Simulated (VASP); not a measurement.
# Re (Pm-3m) in VASP: a series of runs, part 2 of 2

VASP 6.6.1. The steps go on from the part before.

### Step 3. Relaxation of cell and atoms, r2SCAN

This run uses another cell than the first one, of 16.62 Å³/atom.

Contents of POSCAR:

```
Re
1.0
    2.5517514084      0.0000000000      0.0000000000
    0.0000000000      2.5517514084      0.0000000000
    0.0000000000      0.0000000000      2.5517514084
Re
1
Direct
    0.0000000000      0.0000000000      0.0000000000
```

Contents of INCAR.step1:

```
SYSTEM = Re
  PREC = Accurate
  ENCUT = 600
  ISMEAR = 0
  SIGMA = 0.1
  LREAL = .False.
  LASPH = .True.
  NELM = 100
  GGA = PE
  ALGO = Normal
  EDIFF = 1E-4
  LWAVE = .True.
  LCHARG = .False.
```

Contents of INCAR.step2:

```
SYSTEM = Re
  PREC = Accurate
  ENCUT = 600
  EDIFF = 1E-6
  ISMEAR = 0
  SIGMA = 0.1
  LREAL = .False.
  LASPH = .True.
  NELM = 100
  ALGO = Normal
  ISIF = 3
  LWAVE = .False.
  LCHARG = .False.
  METAGGA = R2SCAN
  LMIXTAU = .True.
  IBRION = 2
  NSW = 100
  EDIFFG = -0.01
  ISTART = 1
```

Contents of KPOINTS:

```
regular mesh
0
Gamma
  22 22 22
  0 0 0
```

Potentials or basis: VASP PAW PBE potentials, release 64 (Re).

Launch:

```sh
cat potpaw_PBE.64/Re/POTCAR > POTCAR
cp INCAR.step1 INCAR
mpirun -np 1 vasp_std > vasp.out
cp INCAR.step2 INCAR
mpirun -np 1 vasp_std > vasp.out
```

OUTCAR:

```text
SYSTEM = Re
   PREC = Accurate
   ENCUT = 600
   EDIFF = 1E-6
   ISMEAR = 0
   LREAL = .False.
   LASPH = .True.
   NELM = 100
   ISIF = 3
   METAGGA = R2SCAN
   IBRION = 2
   NSW = 100
   EDIFFG = -0.01
   ISTART = 1

 ion  position               nearest neighbor table
   1  0.000  0.000  0.000-

  LATTYP: Found a simple cubic cell.
 ALAT       =     2.5517514084

  Lattice vectors:

 A1 = (   2.5517514084,   0.0000000000,   0.0000000000)
 A2 = (   0.0000000000,   2.5517514084,   0.0000000000)
 A3 = (   0.0000000000,   0.0000000000,   2.5517514084)

Analysis of symmetry for initial positions (statically):
=====================================================================
 Subroutine PRICEL returns:
[... 251 lines left out ...]

 val. band max:        6.8257687499   @ k =   0.5000   0.1364   0.0000
 cond. band min:       6.8275799724   @ k =   0.4545   0.3182   0.0455
 fundamental gap:      0.0018112225
 Fermi energy:         6.8261632115

 k-point     1 :       0.0000    0.0000    0.0000
  band No.  band energies     occupation
      1      -2.9793      2.00000
      2       0.9067      2.00000
      3       0.9067      2.00000
      4      10.5367      0.00000
      5      10.5367      0.00000
      6      10.5367      0.00000
      7      23.1435      0.00000
[... 221 lines left out ...]
 k-point    24 :       0.0909    0.0909    0.0000
  band No.  band energies     occupation
      1      -2.4022      2.00000
      2       1.1719      2.00000
      3       1.4038      2.00000
      4       9.6734      0.00000
      5      10.0684      0.00000
      6      10.2419      0.00000
      7      21.9491      0.00000

 [... further k-points ...]

------------------------ aborting loop because EDIFF is reached ----------------------------------------

  FORCE on cell =-STRESS in cart. coord.  units (eV):
  Direction    XX          YY          ZZ          XY          YZ          ZX
  --------------------------------------------------------------------------------------
  -------------------------------------------------------------------------------------
  Total       -0.0024254     -0.0024254     -0.0024254      0.0000000     -0.0000000      0.0000000
  in kB       -0.2316818     -0.2316818     -0.2316818      0.0000000     -0.0000000      0.0000000
  external PRESSURE =      -0.2316818 kB  Pullay stress =       0.0000000 kB
[... 16 lines left out ...]
  FREE ENERGIE OF THE ION-ELECTRON SYSTEM (eV)
  ---------------------------------------------------
  free  energy   TOTEN  =       -51.0499277674 eV

  energy  without entropy=      -51.0434570765  energy(sigma->0) =      -51.04669242

 reached required accuracy - stopping structural energy minimisation
```

OUTCAR.step1:

```text
SYSTEM = Re
   PREC = Accurate
   ENCUT = 600
   ISMEAR = 0
   LREAL = .False.
   LASPH = .True.
   NELM = 100
[... 456 lines left out ...]
 -----------------------------------------------------------------------------------
      0.00000      0.00000      0.00000         0.000000      0.000000      0.000000
 -----------------------------------------------------------------------------------
    total drift:                                0.000000      0.000000      0.000000

  FREE ENERGIE OF THE ION-ELECTRON SYSTEM (eV)
  ---------------------------------------------------
  free  energy   TOTEN  =       -11.0553818252 eV

  energy  without entropy=      -11.0498392358  energy(sigma->0) =      -11.05261053
```

OSZICAR.step1:

```text
N       E                     dE             d eps       ncg     rms          rms(c)
DAV:   1     0.611373493852E+01    0.61137E+01   -0.36641E+03  8204   0.117E+03
DAV:   2    -0.107382137139E+02   -0.16852E+02   -0.15800E+02  5579   0.109E+02
DAV:   3    -0.115242047334E+02   -0.78599E+00   -0.77204E+00  8477   0.283E+01
DAV:   4    -0.115268046803E+02   -0.25999E-02   -0.25977E-02  5838   0.167E+00
DAV:   5    -0.115268399833E+02   -0.35303E-04   -0.35296E-04  9268   0.335E-01    0.260E+01
DAV:   6    -0.111703773032E+02    0.35646E+00   -0.46232E-01  8071   0.203E+01    0.114E+01
DAV:   7    -0.110594984375E+02    0.11088E+00   -0.30286E-01  8211   0.160E+01    0.331E-01
DAV:   8    -0.110554710098E+02    0.40274E-02   -0.22116E-03  5558   0.890E-01    0.118E-01
DAV:   9    -0.110553818252E+02    0.89185E-04   -0.15280E-04  6349   0.161E-01
   1 F= -.11055382E+02 E0= -.11052611E+02  d E =-.554259E-02
```

Wall time 4.8 min (1 thread of Intel Xeon Platinum 8375C at 2.90GHz (Ice Lake), shared host); peak memory 0.18 GiB.

What came out:

| Quantity | Value |
| --- | --- |
| Free energy | -51.0499 eV |
| Relaxed volume | 16.77 Å³/atom |
| Relaxed cell | a = 2.560 Å, b = 2.560 Å, c = 2.560 Å, α = 90.00°, β = 90.00°, γ = 90.00° |
| Space group after relaxing (to 0.1 Å) | Pm-3m (No. 221) |
| Energy gained by relaxing | 1.3 meV/atom |
| Ionic steps | 3 |
| Pressure after relaxing | 0.0 GPa |
| Band gap on the k mesh | zero (an odd number of electrons rules out a gap without spin polarisation) |

The path:
```tsv
step	energy change (eV)	largest force (eV/Å)	pressure (GPa)	volume (Å³)
1	0.0000	0.0000	2.65	16.62
2	0.0116	0.0000	-7.78	17.29
3	-0.0013	0.0000	-0.02	16.77
```

Final structure:
```yaml
crystal:
  lattice:
    - [2.55976, 0.00000, 0.00000]
    - [0.00000, 2.55976, 0.00000]
    - [0.00000, 0.00000, 2.55976]
  atoms:
    - { symbol: Re, position: [0.00000, 0.00000, 0.00000] }
```

Levels at points of the mesh, in eV from the Fermi level:
```tsv
k point	band 1	band 2	band 3	band 4	band 5	band 6
(0.00, 0.00, 0.00)	-9.81	-5.92	-5.92	3.71	3.71	3.71
(0.50, 0.00, 0.00)	-6.27	-4.92	-1.12	-0.12	-0.12	4.11
(0.50, 0.50, 0.00)	-6.79	-4.25	0.63	0.63	4.84	4.84
(0.50, 0.50, 0.50)	-5.15	-5.15	-5.15	6.57	6.57	8.60
```

Caveat: the PAW data sets were made with another functional, which shifts forces and pressure a little; spin-orbit coupling is left out, which moves the levels of the heavy elements.
